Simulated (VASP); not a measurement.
Here is a VASP 6.6.1 calculation.

The input INCAR:

```
SYSTEM = N
  ALGO = Normal
  EDIFF = 1E-6
  EDIFFG = -0.005
  ENCUT = 600
  GGA = CA
  IBRION = 2
  ISIF = 3
  ISMEAR = 0
  ISPIN = 2
  LASPH = .True.
  LCHARG = .False.
  LORBIT = 11
  LREAL = .False.
  LWAVE = .False.
  MAGMOM = 3.15 3.15 3.15 3.15
  NELM = 150
  NSW = 100
  PREC = Accurate
  SIGMA = 0.02
```

The input KPOINTS:

```
k-points
0
Gamma
  6 6 6
  0 0 0
```

The input POSCAR:

```
N
1.0
    4.8307753776      0.0000000000      0.0000000000
    0.0000000000      4.8307753776      0.0000000000
    0.0000000000      0.0000000000      4.8307753776
N
4
Direct
   -0.0000221095     -0.0000221095     -0.0000221095
    0.5000221095      1.0000221095      0.4999778905
    0.4999778905      0.5000221095      1.0000221095
    1.0000221095      0.4999778905      0.5000221095
```

Potentials or basis: VASP PAW LDA potentials, release 64 (N).

Command:

```console
$ cat potpaw_LDA.64/N/POTCAR > POTCAR
$ mpirun -np 1 vasp_std > vasp.out
```

(1) Predict the band gap on the k mesh.

(2) Predict the site moments.

## Answers

(1) 1.53 eV.

(2) N +1.93 μB.
